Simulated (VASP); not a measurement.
# Bi (Immm) in VASP: a series of runs

The runs below take Bi through single point, with PBEsol+D3(BJ).

Everything below comes from runs of VASP 6.6.1. Logs are shortened: lines on timing, memory, paths and dates and some standing lists are left out, and cuts for length are marked.

### Step 1. The cell of the first run

Symmetry: Immm, No. 71, orthorhombic system. The conventional cell has a = 3.328 Å, b = 4.098 Å, c = 4.117 Å, α = 90.00°, β = 90.00°, γ = 90.00°. Bi (site symmetry mmm) has 14 Bi at 3.33 to 4.12 Å within 4.4 Å.

### Step 2. Single point, PBEsol+D3(BJ)

Contents of INCAR:

```
ALGO     = Fast           # electronic algorithm
EDIFF    = 1E-6           # SCF threshold, eV
ENCUT    = 520            # plane-wave cutoff, eV
GGA      = PS             # functional
ISIF     = 2              # what is computed and relaxed
ISMEAR   = 0              # smearing method
IVDW     = 12             # dispersion correction
LASPH    = T              # aspherical terms in the spheres
LCHARG   = F              # write CHGCAR
LREAL    = F              # projectors in reciprocal space
LWAVE    = F              # write WAVECAR
NBANDS   = 14             # bands
NELM     = 100            # most SCF steps
PREC     = Accurate       # precision mode
SIGMA    = 0.15           # smearing width, eV
```

Contents of KPOINTS:

```
k-points
0
Gamma
  16 16 16
```

Contents of POSCAR:

```
Bi
1.0
   -1.6641462189      2.0489199112      2.0585392535
    1.6641462189     -2.0489199112      2.0585392535
    1.6641462189      2.0489199112     -2.0585392535
Bi
1
Direct
    0.0000000000      0.0000000000      0.0000000000
```

Potentials or basis: VASP PAW PBE potentials, release 64 (Bi_d).

The run is started by

```sh
$ cat potpaw_PBE.64/Bi_d/POTCAR > POTCAR
$ mpirun -np 1 vasp_std > vasp.out
```

OUTCAR:

```text
EDIFF = 1E-6
   ENCUT = 520
   GGA = PS
   ISIF = 2
   ISMEAR = 0
   IVDW = 12
   LASPH = T
   LREAL = F
   NELM = 100
   PREC = Accurate
 IVDW          = 12

 ion  position               nearest neighbor table
   1  0.000  0.000  0.000-

  LATTYP: Found a body centered orthorhombic cell.
 ALAT       =     3.3282924378
 B/A-ratio  =     1.2312138729
 C/A-ratio  =     1.2369942197

  Lattice vectors:

 A1 = (  -1.6641462189,   2.0489199112,   2.0585392535)
 A2 = (   1.6641462189,  -2.0489199112,   2.0585392535)
 A3 = (   1.6641462189,   2.0489199112,  -2.0585392535)

Analysis of symmetry for initial positions (statically):
=====================================================================
 Subroutine PRICEL returns:
 Original cell was already a primitive cell.

 Routine SETGRP: Setting up the symmetry group for a
 body centered orthorhombic supercell.

 Subroutine GETGRP returns: Found  8 space group operations
 (whereof  8 operations were pure point group operations)
 out of a pool of  8 trial point group operations.

The static configuration has the point symmetry D_2h.

Analysis of symmetry for dynamics (positions and initial velocities):
=====================================================================
 Subroutine PRICEL returns:
 Original cell was already a primitive cell.

 Routine SETGRP: Setting up the symmetry group for a
 body centered orthorhombic supercell.

 Subroutine GETGRP returns: Found  8 space group operations
 (whereof  8 operations were pure point group operations)
 out of a pool of  8 trial point group operations.

The dynamic configuration has the point symmetry D_2h.

 Subroutine INISYM returns: Found  8 space group operations
 (whereof  8 operations are pure point group operations),
 and found     1 'primitive' translations

----------------------------------------------------------------------------------------

                                     Primitive cell

  volume of cell :      28.0760

  direct lattice vectors                    reciprocal lattice vectors
    -1.664146219  2.048919911  2.058539254     0.000000000  0.244031012  0.242890680
     1.664146219 -2.048919911  2.058539254     0.300454368  0.000000000  0.242890680
     1.664146219  2.048919911 -2.058539254     0.300454368  0.244031012  0.000000000

  length of vectors
     3.347392911  3.347392911  3.347392911     0.344306575  0.386353089  0.387071004

  position of ions in fractional coordinates (direct lattice)
     0.000000000  0.000000000  0.000000000

  ion indices of the primitive-cell ions
   primitive index   ion index
                 1           1

[... 83 lines left out ...]
   NUPDOWN=      -1.0000    fix difference up-down
   EMIN   =  10.00;   EMAX   =-10.00  energy-range for DOS
   EFERMI =   0.00;   METHOD = LEGACY
   ISMEAR =     0;   SIGMA  =   0.15  broadening in eV -4-tet -1-fermi 0-gaus
   EFERMI_NEDOS =   21; number of points for ismear=-14 and -15
   IALGO  =     68    algorithm
   IMIX   =      4    mixing-type and parameters
     AMIX     =   0.40;   BMIX     =  1.00
     AMIX_MAG =   1.60;   BMIX_MAG =  1.00
  volume/ion in A,a.u.               =      28.08       189.47
  Fermi-wavevector in a.u.,A,eV,Ry     =   1.328393  2.510300 24.009236  1.764629
  Thomas-Fermi vector in A             =   2.457634
   LORBIT       =      0    0 simple, 1 ext, 2 COOP (PROOUT), +10 PAW based schemes
   GGA     = PS    functional components
   LHFCALC =     F    Hartree Fock is set to
   AEXX    =    0.0000 exact exchange contribution
   IVDW    =    12    specifies the selected vdW correction
   LEPSILON=     F    determine dielectric tensor
   LRPA    =     F    only Hartree local field effects (RPA)
 non-spin polarized calculation
 RMM-DIIS sequential band-by-band and
 Gauss-broadening in eV      SIGMA  =   0.15
  energy-cutoff  :      520.00
  volume of cell :       28.08
 maximum number of plane-waves:       768
 NGX is ok and might be reduce to    28
   NGX = 13   NGY = 13   NGZ = 13

 number of electron      14.9999999 magnetization

 Free energy of the ion-electron system (eV)
  ---------------------------------------------------
  ext. energy  EPLUGINS =         0.00000000
  ---------------------------------------------------
  free energy    TOTEN  =        -4.16669598 eV

  energy without entropy =       -4.16024523  energy(sigma->0) =       -4.16347061

 E-fermi :   9.1691     XC(G=0): -10.9281

 val. band max:        9.1655498265   @ k =  -0.1250  -0.4375   0.0625
 cond. band min:       9.1748996353   @ k =   0.4375  -0.3750   0.0625
 fundamental gap:      0.0093498087
 Fermi energy:         9.1691491484

 k-point     1 :       0.0000    0.0000    0.0000
  band No.  band energies     occupation
      1     -13.9932      2.00000
      2     -13.9093      2.00000
      3     -13.8943      2.00000
      4     -13.8930      2.00000
      5     -13.7346      2.00000
      6      -5.2560      2.00000
      7      13.8626      0.00000
      8      13.8745      0.00000
      9      16.3981      0.00000
     10      18.2350      0.00000
     11      18.8916      0.00000
     12      19.8812      0.00000
     13      19.9496      0.00000
     14      21.9427      0.00000
[... 377 lines left out ...]
      1     -13.9785      2.00000
      2     -13.9079      2.00000
      3     -13.8950      2.00000
      4     -13.8756      2.00000
      5     -13.7418      2.00000
      6      -5.0291      2.00000
      7      12.0583      0.00000
      8      13.6887      0.00000
      9      15.3419      0.00000
     10      18.7994      0.00000
     11      19.2543      0.00000
     12      19.5492      0.00000
     13      20.7794      0.00000
     14      21.5062      0.00000

 [... further k-points ...]

------------------------ aborting loop because EDIFF is reached ----------------------------------------

 Edisp (eV)   -0.58324

 E8    (eV) :    -0.4175

  FORCE on cell =-STRESS in cart. coord.  units (eV):
  Direction    XX          YY          ZZ          XY          YZ          ZX
  --------------------------------------------------------------------------------------
  -------------------------------------------------------------------------------------
  Total       0.74339     0.24196     0.23219    -0.00000     0.00000     0.00000
  in kB      42.42196    13.80735    13.24981    -0.00000     0.00000     0.00000
  external pressure =       23.16 kB  Pullay stress =        0.00 kB

 VOLUME and BASIS-vectors are now :
 -----------------------------------------------------------------------------
  energy-cutoff  :      520.00
  volume of cell :       28.08
      direct lattice vectors                 reciprocal lattice vectors
    -1.664146219  2.048919911  2.058539254     0.000000000  0.244031012  0.242890680
     1.664146219 -2.048919911  2.058539254     0.300454368  0.000000000  0.242890680
     1.664146219  2.048919911 -2.058539254     0.300454368  0.244031012  0.000000000

 POSITION                                       TOTAL-FORCE (eV/Angst)
 -----------------------------------------------------------------------------------
      0.00000      0.00000      0.00000         0.000000     -0.000000      0.000000
 -----------------------------------------------------------------------------------
    total drift:                               -0.000000     -0.000000     -0.000000

  FREE ENERGIE OF THE ION-ELECTRON SYSTEM (eV)
  ---------------------------------------------------
  free  energy   TOTEN  =        -4.7499319064 eV

  energy  without entropy=       -4.7434811650  energy(sigma->0) =       -4.74670654
```

stdout:

```text
POSCAR found type information on POSCAR Bi
 POSCAR found :  1 types and       1 ions
 scaLAPACK will be used
 -----------------------------------------------------------------------------
|                                                                             |
|                                                                             |
|     You enforced a specific xc type in the INCAR file but a different       |
|     I HOPE YOU KNOW WHAT YOU ARE DOING!                                     |
|                                                                             |
 -----------------------------------------------------------------------------

 LDA part: xc-table for (Slater+PW92), standard interpolation
 POSCAR, INCAR and KPOINTS ok, starting setup
 FFT: planning ... GRIDC
 FFT: planning ... GRID_SOFT
 FFT: planning ... GRID
 WAVECAR not read
 entering main loop
WARNING in EDDRMM: call to ZHEGV failed, returncode =   8  4     12
WARNING in EDDRMM: call to ZHEGV failed, returncode =   8  4     12
WARNING in EDDRMM: call to ZHEGV failed, returncode =   8  4     12
WARNING in EDDRMM: call to ZHEGV failed, returncode =   8  4     11
WARNING in EDDRMM: call to ZHEGV failed, returncode =   8  4     13
WARNING in EDDRMM: call to ZHEGV failed, returncode =   8  4     13
WARNING in EDDRMM: call to ZHEGV failed, returncode =   6  3     12
```

Wall time 6.3 min (1 thread of Intel Xeon 8259CL, shared host); peak memory 0.34 GiB.

What came out:

```
Free energy                : -4.7499 eV
Pressure                   : 2.3 GPa
Band gap on the k mesh     : zero (an odd number of electrons rules out a gap without spin polarisation)
Dispersion energy per atom : -0.583 eV
```

Caveat: the cell differs from its parent crystal (strain +e along x and -e along y -0.1000, strain +e along z and -e/2 along x and y +0.0700); the PAW data sets were made with another functional, which shifts forces and pressure a little; spin-orbit coupling is left out, which moves the levels of the heavy elements.

### Step 3. Single point, PBEsol+D3(BJ)

Contents of INCAR:

```
PREC = Accurate
ENCUT = 520
EDIFF = 1E-6
ISMEAR = 0
SIGMA = 0.15
LREAL = False
LASPH = True
NELM = 80
ALGO = Fast
ISIF = 2
LWAVE = False
LCHARG = False
GGA = PS
IVDW = 12
NBANDS = 14
```

Contents of KPOINTS:

```
regular mesh
0
Gamma
  16 16 16
```

Contents of POSCAR:

```
Bi
1.0
   -1.7988170112      2.1835907035      1.7891976689
    1.7988170112     -2.1835907035      1.7891976689
    1.7988170112      2.1835907035     -1.7891976689
Bi
1
Direct
    0.0000000000      0.0000000000      0.0000000000
```

Potentials or basis: VASP PAW PBE potentials, release 64 (Bi_d).

The run is started by

```sh
$ cat potpaw_PBE.64/Bi_d/POTCAR > POTCAR
$ mpirun -np 1 vasp_std > vasp.out
```

Wall time 5.5 min (1 thread of Intel Xeon 8259CL, shared host); peak memory 0.34 GiB.

The run converged. Its results:

| Property | Result |
| --- | --- |
| Free energy | -4.7430 eV |
| Pressure | 1.3 GPa |
| Band gap on the k mesh | zero (an odd number of electrons rules out a gap without spin polarisation) |
| Dispersion energy per atom | -0.583 eV |

Stress tensor (GPa, compression positive):
```
1.97 0.00 0.00
0.00 0.25 0.00
0.00 0.00 1.77
```

Levels at points of the mesh, in eV from the Fermi level:
```csv
k point,band 4,band 5,band 6,band 7,band 8,band 9,band 10,band 11
"(0.00, 0.00, 0.00)",-22.97,-22.89,-14.32,5.57,5.79,5.87,9.30,10.20
"(0.50, 0.00, 0.00)",-22.87,-22.81,-10.84,-5.86,2.72,4.41,7.36,8.99
"(0.00, 0.50, 0.00)",-22.85,-22.78,-10.05,-5.35,0.69,1.69,4.88,6.15
"(0.50, 0.50, 0.00)",-22.87,-22.81,-10.87,-5.87,2.79,4.50,7.45,9.09
"(0.50, 0.50, 0.50)",-22.80,-22.80,-8.60,-3.99,-0.83,-0.72,3.34,4.43
```

Caveat: the cell differs from its parent crystal (strain +e along x and -e along y -0.1000, strain +e along z and -e/2 along x and y -0.0700); the PAW data sets were made with another functional, which shifts forces and pressure a little; spin-orbit coupling is left out, which moves the levels of the heavy elements.

### Step 4. Single point, PBEsol+D3(BJ)

Contents of INCAR:

```
SYSTEM = Bi
PREC = Accurate
ENCUT = 520
EDIFF = 1E-6
ISMEAR = 0
SIGMA = 0.15
LREAL = .False.
LASPH = .True.
NELM = 60
ALGO = Fast
ISIF = 2
LWAVE = .False.
LCHARG = .True.
GGA = PS
IVDW = 12
LELF = .True.
LVHAR = .True.
NBANDS = 14
```

Contents of KPOINTS:

```
regular mesh
0
Gamma
  16 16 16
  0 0 0
```

Contents of POSCAR:

```
Bi
1.0
   -1.7764039436      2.1611776359      1.8340238041
    1.7764039436     -2.1611776359      1.8340238041
    1.7764039436      2.1611776359     -1.8340238041
Bi
1
Direct
    0.0000000000      0.0000000000      0.0000000000
```

Potentials or basis: VASP PAW PBE potentials, release 64 (Bi_d).

The run is started by

```sh
$ cat potpaw_PBE.64/Bi_d/POTCAR > POTCAR
$ mpirun -np 1 vasp_std > vasp.out
```

OUTCAR:

```text
SYSTEM = Bi
   PREC = Accurate
   ENCUT = 520
   EDIFF = 1E-6
   ISMEAR = 0
   LREAL = .False.
   LASPH = .True.
   NELM = 60
   ISIF = 2
   GGA = PS
   IVDW = 12
 IVDW          = 12

 ion  position               nearest neighbor table
   1  0.000  0.000  0.000-

  LATTYP: Found a body centered orthorhombic cell.
 ALAT       =     3.5528078872
 B/A-ratio  =     1.0324362377
 C/A-ratio  =     1.2166025884

  Lattice vectors:

 A1 = (  -1.7764039436,  -2.1611776359,   1.8340238041)
[... 590 lines left out ...]
     14      21.2496      0.00000

 [... further k-points ...]

------------------------ aborting loop because EDIFF is reached ----------------------------------------

 Edisp (eV)   -0.58136

 E8    (eV) :    -0.4162

  FORCE on cell =-STRESS in cart. coord.  units (eV):
  Direction    XX          YY          ZZ          XY          YZ          ZX
  --------------------------------------------------------------------------------------
  -------------------------------------------------------------------------------------
  Total       0.26657    -0.00596     0.36685     0.00000     0.00000    -0.00000
  in kB      15.16452    -0.33894    20.86927     0.00000     0.00000    -0.00000
  external pressure =       11.90 kB  Pullay stress =        0.00 kB

 VOLUME and BASIS-vectors are now :
 -----------------------------------------------------------------------------
  energy-cutoff  :      520.00
  volume of cell :       28.16
      direct lattice vectors                 reciprocal lattice vectors
    -1.776403944  2.161177636  1.834023804     0.000000000  0.231355346  0.272624597
     1.776403944 -2.161177636  1.834023804     0.281467513  0.000000000  0.272624597
     1.776403944  2.161177636 -1.834023804     0.281467513  0.231355346  0.000000000

 POSITION                                       TOTAL-FORCE (eV/Angst)
 -----------------------------------------------------------------------------------
      0.00000      0.00000      0.00000        -0.000000     -0.000000     -0.000000
 -----------------------------------------------------------------------------------
    total drift:                               -0.000000     -0.000000     -0.000000

  FREE ENERGIE OF THE ION-ELECTRON SYSTEM (eV)
  ---------------------------------------------------
  free  energy   TOTEN  =        -4.7481313411 eV

  energy  without entropy=       -4.7411165438  energy(sigma->0) =       -4.74462394
```

OSZICAR:

```text
N       E                     dE             d eps       ncg     rms          rms(c)
DAV:   1     0.114170759798E+03    0.11417E+03   -0.76895E+03 17530   0.128E+03
DAV:   2     0.227011033961E+01   -0.11190E+03   -0.10821E+03 18858   0.345E+02
DAV:   3    -0.402980289495E+01   -0.62999E+01   -0.62731E+01 21756   0.785E+01
DAV:   4    -0.417073353820E+01   -0.14093E+00   -0.14089E+00 22034   0.123E+01
DAV:   5    -0.417671167178E+01   -0.59781E-02   -0.59780E-02 24170   0.234E+00    0.496E-01
RMM:   6    -0.416905808805E+01    0.76536E-02   -0.75870E-03 21550   0.104E+00    0.273E-01
RMM:   7    -0.416674673658E+01    0.23114E-02   -0.61178E-03 21432   0.809E-01    0.740E-02
RMM:   8    -0.416673508769E+01    0.11649E-04   -0.11296E-03 25121   0.410E-01    0.985E-03
RMM:   9    -0.416676468408E+01   -0.29596E-04   -0.30801E-04 28959   0.155E-01    0.924E-03
RMM:  10    -0.416676649990E+01   -0.18158E-05   -0.44431E-05 24380   0.914E-02    0.414E-03
RMM:  11    -0.416676698788E+01   -0.48798E-06   -0.23660E-05 27659   0.479E-02    0.233E-03
RMM:  12    -0.416676746894E+01   -0.48106E-06   -0.55090E-06 18559   0.212E-02
   1 F= -.47481313E+01 E0= -.47446239E+01  d E =-.701480E-02
```

stdout:

```text
POSCAR found type information on POSCAR Bi
 POSCAR found :  1 types and       1 ions
 scaLAPACK will be used
 -----------------------------------------------------------------------------
|                                                                             |
|                                                                             |
|     You enforced a specific xc type in the INCAR file but a different       |
[... 20 lines left out ...]
WARNING in EDDRMM: call to ZHEGV failed, returncode =   8  4     14
WARNING in EDDRMM: call to ZHEGV failed, returncode =   6  3     13
WARNING in EDDRMM: call to ZHEGV failed, returncode =   6  3     12
WARNING in EDDRMM: call to ZHEGV failed, returncode =   8  4     10
WARNING in EDDRMM: call to ZHEGV failed, returncode =   6  3     10
WARNING in EDDRMM: call to ZHEGV failed, returncode =   8  4     13
WARNING in EDDRMM: call to ZHEGV failed, returncode =   8  4     13
```

Run time: 5.7 min. Hardware: 1 thread of Intel Xeon 8259CL, shared host; peak memory 0.34 GiB.

Results:

| Item | Value |
| --- | --- |
| Free energy | -4.7481 eV |
| Pressure | 1.2 GPa |
| Band gap on the k mesh | zero (an odd number of electrons rules out a gap without spin polarisation) |
| Dispersion energy per atom | -0.581 eV |

Stress tensor (GPa, compression positive):
```
 1.52  0.00  0.00
 0.00 -0.03  0.00
 0.00  0.00  2.09
```

Caveat: the cell differs from its parent crystal (strain +e along x and -e along y -0.1000, strain +e along z and -e/2 along x and y -0.0467); the PAW data sets were made with another functional, which shifts forces and pressure a little; spin-orbit coupling is left out, which moves the levels of the heavy elements.

### Step 5. Overview

| cell | gap on the mesh (eV) | pressure (GPa) |
| --- | --- | --- |
| a = 3.347 Å, angles 120.4, 104.5, 104.1°, 1 atom | none | 2.3 |
| a = 3.347 Å, angles 115.0, 98.6, 115.4°, 1 atom | none | 1.3 |
| a = 3.345 Å, angles 115.8, 99.5, 113.5°, 1 atom | none | 1.2 |

Alike in all rows: task single point; level PBEsol+D3(BJ); potentials or basis VASP PAW PBE potentials, release 64 (Bi_d); no spin polarisation; k mesh 16 × 16 × 16; cutoff (eV) 520; smearing gaussian 0.15 eV.

Caveats: the PAW data sets were made with another functional, which shifts forces and pressure a little; spin-orbit coupling is left out, which moves the levels of the heavy elements.

Absolute energies hang on the potentials; compare differences alone.
